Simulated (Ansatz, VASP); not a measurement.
# Two plane-wave programs on Cu

The input INCAR:

```
SYSTEM = Cu
ALGO = Normal
DIPOL = 0.5 0.5 0.500
EDIFF = 1E-6
ENCUT = 520
GGA = PE
IDIPOL = 3
ISIF = 2
ISMEAR = -1
LASPH = .TRUE.
LCHARG = .FALSE.
LDIPOL = .TRUE.
LREAL = .FALSE.
LWAVE = .FALSE.
NBANDS = 54
NELM = 60
PREC = Accurate
SIGMA = 0.05
```

KPOINTS

```
k-points
0
G
  12 12 1
  0 0 0
```

The input POSCAR:

```
Cu
1.0
    2.5307640267      0.0000000000      0.0000000000
   -1.2653820133      2.1917059381      0.0000000000
    0.0000000000      0.0000000000     29.4581763900
Cu
8
Direct
    0.3333333300      0.6666666600      0.2545982447
    0.0000000000      0.0000000000      0.3247130319
    0.6666666700      0.3333333400      0.3948278191
    0.0000000000      0.0000000000      0.4649426064
    0.3333333300      0.6666666600      0.5350573936
    0.0000000000      0.0000000000      0.6051721809
    0.6666666700      0.3333333400      0.6752869681
    0.0000000000      0.0000000000      0.7454017553
```

input.yaml

```yaml
crystal:
  lattice:
    - [2.5307640267, 0.0, 0.0]
    - [-1.2653820133, 2.1917059381, 0.0]
    - [0.0, 0.0, 29.45817639]
  atoms:
    - { symbol: Cu, position: [0.33333333, 0.66666666, 0.2545982447] }
    - { symbol: Cu, position: [0.0, 0.0, 0.3247130319] }
    - { symbol: Cu, position: [0.66666667, 0.33333334, 0.3948278191] }
    - { symbol: Cu, position: [0.0, 0.0, 0.4649426064] }
    - { symbol: Cu, position: [0.33333333, 0.66666666, 0.5350573936] }
    - { symbol: Cu, position: [0.0, 0.0, 0.6051721809] }
    - { symbol: Cu, position: [0.66666667, 0.33333334, 0.6752869681] }
    - { symbol: Cu, position: [0.0, 0.0, 0.7454017553] }
hamiltonian:
  xc: pbe
  pseudopotentials: { kind: paw }
kpoints:
  mp_grid: { grid: [12, 12, 1] }
scf:
  occupations: { method: fermi_dirac, width: 0.05 }
output:
  forces: true
  eigenvalues: true
efield:
  axis: 3
  dipole_correction: true
  ramp_width: 0.04
```

Alike in both runs: task single point; functional PBE; k mesh 12 × 12 × 1; occupations fermi-dirac, width 0.05 eV; no spin polarisation.

|  | VASP | Ansatz |
| --- | --- | --- |
| version | VASP 6.6.1 | Ansatz 0.2.0 |
| potentials or method | VASP PAW PBE potentials, release 64 (Cu) | Ansatz PAW |
| plane-wave cutoff (eV) | 520 | 420 |
| valence electrons in the cell | 88 | 152 |

Ansatz gave:

* gap on the k mesh at the Fermi level (eV): none
* rms of the force components (eV/Å): 0.049

Question: Which values does VASP return?

Answer: gap on the k mesh at the Fermi level (eV): none; rms of the force components (eV/Å): 0.054.

Atom by atom the forces differ by 0.006 eV/Å (rms over components). A gap of «none» marks a metal or a gap that the smearing closes. VASP's potentials hold 88 valence electrons a cell and Ansatz's 152, so a difference there can come from the potentials and not from the codes.
